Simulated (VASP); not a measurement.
A run of VASP 6.6.1 is set up as follows.

File INCAR:

```
ALGO = Normal ; DIPOL = 0.5 0.5 0.376
EDIFF = 1E-7 ; EDIFFG = -0.025
ENCUT = 520 ; GGA = PE
IBRION = 2 ; IDIPOL = 3
ISIF = 2 ; ISMEAR = 0
KPAR = 4 ; LASPH = True
LCHARG = False ; LDIPOL = True
LREAL = False ; LWAVE = False
NELM = 60 ; NSW = 36
PREC = Accurate ; SIGMA = 0.05
```

KPOINTS

```
k-points
0
Gamma
  9 9 1
```

Contents of POSCAR:

```
Ca2CO3
1.0
    3.4159757625      0.0000000000      0.0000000000
   -1.7079878813      2.9583217891      0.0000000000
    0.0000000000      0.0000000000     20.9417418578
O Ca C
3 2 1
Selective dynamics
Direct
    0.3333333333      0.6666666667      0.1910060790  F F F
    0.0000000000      0.0000000000      0.3481585139  F F F
    0.3333333333      1.0000000000      0.5584931388  F F T
    0.6666666667      0.3333333333      0.2575987376  F F F
    0.3333333333      0.6666666667      0.3959432751  F F F
    0.3333333333      1.0000000000      0.5035788911  F F T
```

Potentials or basis: VASP PAW PBE potentials, release 64 (O, Ca_sv, C).

Launch:

```bash
$ cat potpaw_PBE.64/O/POTCAR potpaw_PBE.64/Ca_sv/POTCAR potpaw_PBE.64/C/POTCAR > POTCAR
$ mpirun -np 4 vasp_std > vasp.out
```

(1) Predict the band gap on the k mesh.

(2) What does it give for the energy gained by relaxing?

Answers

(1) zero (bands 21 and 22 overlap by 0.18 eV).

(2) 1.7 meV/atom.
